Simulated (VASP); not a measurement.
# C4F (Cmmm) in VASP: further runs, part 2 of 2

VASP 6.6.1.

## 4. Relaxation of cell and atoms, PBE+D3(BJ)

This run uses another cell than the first one, of 12.29 Å³/atom.

INCAR reads:

```
  PREC = Accurate
  ENCUT = 600
  EDIFF = 1E-6
  ISMEAR = 0
  SIGMA = 0.1
  LREAL = F
  LASPH = T
  NELM = 60
  ALGO = Normal
  ISIF = 3
  LWAVE = F
  LCHARG = F
  GGA = PE
  IVDW = 12
  IBRION = 2
  NSW = 90
  EDIFFG = -0.04
```

KPOINTS reads:

```
regular mesh
0
Gamma
  4 4 6
```

POSCAR reads:

```
C4F
1.0
    3.0408057800     -3.6466680400      0.0000000000
    3.0408057800      3.6466680400      0.0000000000
    0.0000000000      0.0000000000      2.7708797000
C F
4 1
Direct
    0.7327440800      0.2672559200      0.5000000000
    0.2835574700      0.2835574700      0.0000000000
    0.7164425300      0.7164425300      0.0000000000
    0.2672559200      0.7327440800      0.5000000000
    0.5000000000      0.5000000000      0.5000000000
```

Potentials or basis: VASP PAW PBE potentials, release 64 (C, F).

Command:

```sh
$ cat potpaw_PBE.64/C/POTCAR potpaw_PBE.64/F/POTCAR > POTCAR
$ mpirun -np 1 vasp_std > vasp.out
```

OUTCAR:

```text
PREC = Accurate
   ENCUT = 600
   EDIFF = 1E-6
   ISMEAR = 0
   LREAL = F
   LASPH = T
   NELM = 60
   ISIF = 3
   GGA = PE
   IVDW = 12
   IBRION = 2
   NSW = 90
   EDIFFG = -0.04
 IVDW          = 12

 ion  position               nearest neighbor table
   1  0.733  0.267  0.500-   5 1.70
   2  0.284  0.284  0.000-   5 1.91   5 1.91
   3  0.716  0.716  0.000-   5 1.91   5 1.91
   4  0.267  0.733  0.500-   5 1.70
   5  0.500  0.500  0.500-   1 1.70   4 1.70   3 1.91   2 1.91   2 1.91   3 1.91

  LATTYP: Found a base centered orthorhombic cell.
 ALAT       =     6.0816115600
 B/A-ratio  =     1.1992439846
 C/A-ratio  =     0.4556160275

  Lattice vectors:

 A1 = (   3.0408057800,  -3.6466680400,   0.0000000000)
 A2 = (   3.0408057800,   3.6466680400,   0.0000000000)
 A3 = (   0.0000000000,   0.0000000000,   2.7708797000)

Analysis of symmetry for initial positions (statically):
=====================================================================
 Subroutine PRICEL returns:
 Original cell was already a primitive cell.

 Routine SETGRP: Setting up the symmetry group for a
 base centered orthorhombic supercell.

 Subroutine GETGRP returns: Found  8 space group operations
 (whereof  8 operations were pure point group operations)
 out of a pool of  8 trial point group operations.

The static configuration has the point symmetry D_2h.

Analysis of symmetry for dynamics (positions and initial velocities):
=====================================================================
 Subroutine PRICEL returns:
 Original cell was already a primitive cell.

 Routine SETGRP: Setting up the symmetry group for a
 base centered orthorhombic supercell.

 Subroutine GETGRP returns: Found  8 space group operations
 (whereof  8 operations were pure point group operations)
 out of a pool of  8 trial point group operations.

The dynamic configuration has the point symmetry D_2h.

 Subroutine INISYM returns: Found  8 space group operations
 (whereof  8 operations are pure point group operations),
 and found     1 'primitive' translations

----------------------------------------------------------------------------------------

                                     Primitive cell

  volume of cell :      61.4515

  direct lattice vectors                    reciprocal lattice vectors
     3.040805780 -3.646668040  0.000000000     0.164430100 -0.137111466  0.000000000
     3.040805780  3.646668040  0.000000000     0.164430100  0.137111466  0.000000000
     0.000000000  0.000000000  2.770879700     0.000000000  0.000000000  0.360896216

  length of vectors
     4.748124639  4.748124639  2.770879700     0.214095334  0.214095334  0.360896216

  position of ions in fractional coordinates (direct lattice)
     0.732744080  0.267255920  0.500000000
     0.283557470  0.283557470  0.000000000
     0.716442530  0.716442530  0.000000000
     0.267255920  0.732744080  0.500000000
     0.500000000  0.500000000  0.500000000

  ion indices of the primitive-cell ions
   primitive index   ion index
                 1           1
                 2           2
                 3           3
                 4           4
                 5           5

----------------------------------------------------------------------------------------

 KPOINTS: regular mesh

Automatic generation of k-mesh.
 Grid dimensions read from file:
 generate k-points for:    4    4    6

 Generating k-lattice:

  Cartesian coordinates                     Fractional coordinates (reciprocal lattice)
     0.041107525 -0.034277866  0.000000000     0.250000000 -0.000000000  0.000000000
     0.041107525  0.034277866  0.000000000    -0.000000000  0.250000000  0.000000000
     0.000000000  0.000000000  0.060149369     0.000000000  0.000000000  0.166666667

  Length of vectors
     0.053523833  0.053523833  0.060149369

  Shift w.r.t. Gamma in fractional coordinates (k-lattice)
     0.000000000  0.000000000  0.000000000

 Subroutine IBZKPT returns following result:
 ===========================================

 Found     28 irreducible k-points:

 Following reciprocal coordinates:
            Coordinates               Weight
  0.000000  0.000000  0.000000      1.000000
  0.250000  0.000000  0.000000      4.000000
  0.500000  0.000000  0.000000      2.000000
  0.250000  0.250000  0.000000      2.000000
  0.500000  0.250000  0.000000      4.000000
 -0.250000  0.250000  0.000000      2.000000
[... 16 lines left out ...]
  0.250000  0.000000  0.500000      4.000000
  0.500000  0.000000  0.500000      2.000000
 [... further k-points ...]
   k-points           NKPTS =     28   k-points in BZ     NKDIM =     28   number of bands    NBANDS=     15
   number of dos      NEDOS =    301   number of ions     NIONS =      5
   total plane-waves  NPLWV =  38400
   dimension x,y,z NGX =    40 NGY =   40 NGZ =   24
   dimension x,y,z NGXF=    80 NGYF=   80 NGZF=   48
   ions per type =               4   1
   NGX,Y,Z   is equivalent  to a cutoff of  14.01, 14.01, 14.40 a.u.
   NGXF,Y,Z  is equivalent  to a cutoff of  28.01, 28.01, 28.80 a.u.
 SYSTEM =  unknown system
   PREC   = accura    normal or accurate (medium, high low for compatibility)
   ISTART =      0    job   : 0-new  1-cont  2-samecut
   ICHARG =      2    charge: 1-file 2-atom 10-const
   ISPIN  =      1    spin polarized calculation?
   LNONCOLLINEAR =      F non collinear calculations
   LSORBIT =      F    spin-orbit coupling
   LASPH  =      T    aspherical Exc in radial PAW
   ENCUT  =  600.0 eV  44.10 Ry    6.64 a.u.   9.48  9.48  5.53*2*pi/ulx,y,z
   NELM   =     60;   NELMIN=  2; NELMDL= -5     # of ELM steps
   EDIFF  = 0.1E-05   stopping-criterion for ELM
   LREAL  =      F    real-space projection
   EDIFFG = -.4E-01   stopping-criterion for IOM
   NSW    =     90    number of steps for IOM
   IBRION =      2    ionic relax: 0-MD 1-quasi-New 2-CG
   NFREE  =      1    steps in history (QN), initial steepest desc. (CG)
   ISIF   =      3    stress and relaxation
   ISYM   =      2    0-nonsym 1-usesym 2-fastsym
   POTIM  = 0.5000    time-step for ionic-motion
   TEBEG  =    0.0;   TEEND  =   0.0 temperature during run
   PSTRESS=    0.0 pullay stress
   NELECT =      23.0000    total number of electrons
   NUPDOWN=      -1.0000    fix difference up-down
   EMIN   =  10.00;   EMAX   =-10.00  energy-range for DOS
   EFERMI =   0.00;   METHOD = LEGACY
   ISMEAR =     0;   SIGMA  =   0.10  broadening in eV -4-tet -1-fermi 0-gaus
   EFERMI_NEDOS =   21; number of points for ismear=-14 and -15
   IALGO  =     38    algorithm
   IMIX   =      4    mixing-type and parameters
     AMIX     =   0.40;   BMIX     =  1.00
     AMIX_MAG =   1.60;   BMIX_MAG =  1.00
  volume/ion in A,a.u.               =      12.29        82.94
  Fermi-wavevector in a.u.,A,eV,Ry     =   1.179795  2.229489 18.938173  1.391916
  Thomas-Fermi vector in A             =   2.316099
   LORBIT       =      0    0 simple, 1 ext, 2 COOP (PROOUT), +10 PAW based schemes
   GGA     = PE    functional components
   LHFCALC =     F    Hartree Fock is set to
   AEXX    =    0.0000 exact exchange contribution
   IVDW    =    12    specifies the selected vdW correction
   LEPSILON=     F    determine dielectric tensor
   LRPA    =     F    only Hartree local field effects (RPA)
 conjugate gradient relaxation of ions
 non-spin polarized calculation
 Gauss-broadening in eV      SIGMA  =   0.10
  energy-cutoff  :      600.00
  volume of cell :       61.45
 maximum number of plane-waves:      2077
 NGX is ok and might be reduce to    40
   NGX = 19   NGY = 19   NGZ = 11

--------------------------------------- Ionic step        1  -------------------------------------------

 number of electron      23.0000008 magnetization

 Free energy of the ion-electron system (eV)
  ---------------------------------------------------
  ext. energy  EPLUGINS =         0.00000000
  ---------------------------------------------------
  free energy    TOTEN  =       -14.07453524 eV

  energy without entropy =      -14.06186292  energy(sigma->0) =      -14.06819908

------------------------ aborting loop because EDIFF is reached ----------------------------------------

 Edisp (eV)   -0.79002

 E8    (eV) :    -0.2228
[... 1428 lines left out ...]
      4      -5.8483      2.00000
      5      -5.3823      2.00000
      6      -4.2514      2.00000
      7      -2.4512      2.00000
      8      -1.5363      2.00000
      9      -1.2613      2.00000
     10      -0.2739      2.00000
     11       0.5702      2.00000
     12       1.8383      2.00000
     13       2.9679      0.00000
     14       4.1596      0.00000
     15       7.5838      0.00000

 [... further k-points ...]

[... ionic steps 4 to 42 ...]

--------------------------------------- Ionic step       43  -------------------------------------------

 number of electron      22.9999995 magnetization

------------------------ aborting loop because EDIFF is reached ----------------------------------------
[... 81 lines left out ...]
--------------------------------------- Ionic step       45  -------------------------------------------

 number of electron      22.9999996 magnetization

 Free energy of the ion-electron system (eV)
  ---------------------------------------------------
  ext. energy  EPLUGINS =         0.00000000
  ---------------------------------------------------
  free energy    TOTEN  =       -25.65598183 eV

  energy without entropy =      -25.64528087  energy(sigma->0) =      -25.65063135

 E-fermi :   2.0472     XC(G=0):  -9.8873

 val. band max:        2.0306501210   @ k =  -0.2500   0.2500   0.3333
 cond. band min:       2.0569079875   @ k =   0.0000   0.0000   0.3333
 fundamental gap:      0.0262578665
 Fermi energy:         2.0472057247
[... 468 lines left out ...]
  FREE ENERGIE OF THE ION-ELECTRON SYSTEM (eV)
  ---------------------------------------------------
  free  energy   TOTEN  =       -26.0987068228 eV

  energy  without entropy=      -26.0880058588  energy(sigma->0) =      -26.09335634

 reached required accuracy - stopping structural energy minimisation
```

CONTCAR:

```text
C4F
   1.00000000000000
     2.6984159150703255   -4.0023690162903920    0.0000000000000000
     2.6984159150703255    4.0023690162903920    0.0000000000000000
     0.0000000000000000    0.0000000000000000    2.3400260850283243
  C               F
     4     1
Direct
     0.8980020116892798    0.1019979883107205    0.5000000000000000
     0.1799983991098796    0.1799983991098796    0.0000000000000000
     0.8200016008901201    0.8200016008901201    0.0000000000000000
     0.1019979883107206    0.8980020116892797    0.5000000000000000
     0.5000000000000000    0.5000000000000000    0.5000000000000000

  0.00000000E+00  0.00000000E+00  0.00000000E+00
  0.00000000E+00  0.00000000E+00  0.00000000E+00
  0.00000000E+00  0.00000000E+00  0.00000000E+00
  0.00000000E+00  0.00000000E+00  0.00000000E+00
  0.00000000E+00  0.00000000E+00  0.00000000E+00
```

Wall time 15 min (1 thread of Intel Xeon Platinum 8259CL at 2.50GHz (Skylake/Cascade Lake), shared host); peak memory 0.21 GiB.

The run converged, but its numbers aren't listed here, since they failed a check.

Caveat: the k points lie up to 0.45 Å⁻¹ apart in the final cell, too coarse for converged energies and pressures of a metal; the volume moved by over 15 % at a fixed basis, so the end points are rough; an odd number of electrons without spin polarisation forces a metal; a magnetic or distorted state may lie lower.
